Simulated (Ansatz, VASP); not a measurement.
## Two plane-wave programs on F

INCAR

```
ALGO = Normal
EDIFF = 1E-7
ENCUT = 520
GGA = PS
ISIF = 2
ISMEAR = 0
LASPH = T
LCHARG = T
LELF = T
LREAL = F
LVHAR = T
LWAVE = F
NBANDS = 22
NELM = 100
PREC = Accurate
SIGMA = 0.05
```

KPOINTS

```
k-points
0
Gamma
  4 4 2
```

POSCAR

```
F
1.0
    2.9484629692     -1.6945827202     -0.2274109001
    2.9484629692      1.6945827202     -0.2274109001
   -2.2170189184      0.0000000000      6.7863396219
F
4
Direct
    0.0848459664      0.0848459664      0.0940038325
    0.9151540336      0.9151540336      0.9059961675
    0.5015719855      0.5015719855      0.5937195244
    0.4984280145      0.4984280145      0.4062804756
```

Input for Ansatz:

```yaml
crystal:
  lattice:
    - [2.9484629692, -1.6945827202, -0.2274109001]
    - [2.9484629692, 1.6945827202, -0.2274109001]
    - [-2.2170189184, 0.0, 6.7863396219]
  atoms:
    - { symbol: F, position: [0.0848459664, 0.0848459664, 0.0940038325] }
    - { symbol: F, position: [0.9151540336, 0.9151540336, 0.9059961675] }
    - { symbol: F, position: [0.5015719855, 0.5015719855, 0.5937195244] }
    - { symbol: F, position: [0.4984280145, 0.4984280145, 0.4062804756] }
basis:
  ecutwfc: 520.0
kpoints:
  mp_grid: { grid: [4, 4, 2] }
hamiltonian:
  xc: pbesol
scf:
  occupations: { method: gaussian, width: 0.05 }
output:
  forces: true
  stress: true
  eigenvalues: true
```

Alike in both runs: task single point; functional PBEsol; k mesh 4 × 4 × 2; occupations gaussian, width 0.05 eV; no spin polarisation.

|  | VASP | Ansatz |
| --- | --- | --- |
| version | VASP 6.6.1 | Ansatz 0.2.0 |
| potentials or method | VASP PAW PBE potentials, release 64 (F), cutoff 520 eV | scalar-relativistic, plane waves, PAW |
| valence electrons in the cell | 28 | 28 |

Ansatz gave:

```
gap on the k mesh at the Fermi level (eV)                     : 3.90
least direct gap on the mesh (eV)                             : 4.03
pressure (GPa)                                                : 7.2
traceless stress, the component that is largest in VASP (GPa) : 11.00
rms of the force components (eV/Å)                            : 1.811
```

Task: Which values does VASP return?

Result: gap on the k mesh at the Fermi level (eV): 3.80; least direct gap on the mesh (eV): 3.93; pressure (GPa): 8.0; traceless stress, the component that is largest in VASP (GPa): 13.20; rms of the force components (eV/Å): 2.177.

VASP's potentials were made for PBE, not for PBEsol. Atom by atom the forces differ by 0.365 eV/Å (rms over components).

The k mesh is coarse, so the values compare programs but aren't converged.
